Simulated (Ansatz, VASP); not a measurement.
MoS2: VASP beside Ansatz

```
CELL_PARAMETERS angstrom
3.14143 0.00000 0.00000
-1.57072 2.72056 0.00000
0.00000 0.00000 12.57882
ATOMIC_POSITIONS crystal
Mo 0.30468 0.63802 0.25000
Mo 0.66667 0.33333 0.75000
S 0.33333 0.66667 0.62605
S 0.66667 0.33333 0.12605
S 0.33333 0.66667 0.87395
S 0.66667 0.33333 0.37395
```

Alike in both runs: task single point; functional PBEsol; k mesh 12 × 12 × 2; occupations gaussian, width 0.05 eV; no spin polarisation.

|  | VASP | Ansatz |
| --- | --- | --- |
| version | VASP 6.6.1 | Ansatz 0.2.0 |
| potentials or method | VASP PAW PBE potentials, release 64 (Mo_sv, S) | scalar-relativistic, plane waves, PAW |
| plane-wave cutoff (eV) | 520 | 420 |
| valence electrons in the cell | 52 | 52 |

```tsv
	VASP	Ansatz	Ansatz less VASP
gap on the k mesh at the Fermi level (eV)	0.96	0.94	-0.015
pressure (GPa)	0.3	0.3	+0.01
traceless stress, the component that is largest in VASP (GPa)	-0.89	-0.90	-0.011
rms of the force components (eV/Å)	0.541	0.541	+0.0003
```

VASP's potentials were made for PBE, not for PBEsol. Atom by atom the forces differ by 0.001 eV/Å (rms over components).
